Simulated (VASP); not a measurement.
A run of VASP 6.6.1 is set up as follows.

File INCAR:

```
  PREC = Accurate
  ENCUT = 520
  EDIFF = 1E-6
  ISMEAR = -1
  SIGMA = 0.05
  LREAL = False
  LASPH = True
  NELM = 100
  ALGO = Normal
  ISIF = 2
  LWAVE = False
  LCHARG = True
  LELF = True
  LVHAR = True
  NBANDS = 20
```

File KPOINTS:

```
Automatic mesh
0
Gamma
  9 9 5
```

The input POSCAR:

```
In
1.0
    3.4009030527      0.0000000000      0.0000000000
   -1.7004515264      2.9452684395      0.0000000000
    0.0000000000      0.0000000000      5.6171927618
In
2
Direct
    0.6666666667      0.3333333333      0.7500000000
    0.3333333333      0.6666666667      0.2500000000
```

Potentials or basis: VASP PAW LDA potentials, release 64 (In_d).

Launch:

```console
$ cat potpaw_LDA.64/In_d/POTCAR > POTCAR
$ mpirun -np 1 vasp_std > vasp.out
```

Q: Predict the pressure.

A: -4.3 GPa.

Q: What does it give for the band gap on the k mesh?

A: Zero (band 13 reaches 8.41 eV, above the bottom of band 14 at 4.69 eV).

Stress tensor (GPa, compression positive):
```
-4.58  0.00  0.00
 0.00 -4.58  0.00
 0.00  0.00 -3.81
```

Caveat: spin-orbit coupling is left out, which moves the levels of the heavy elements.
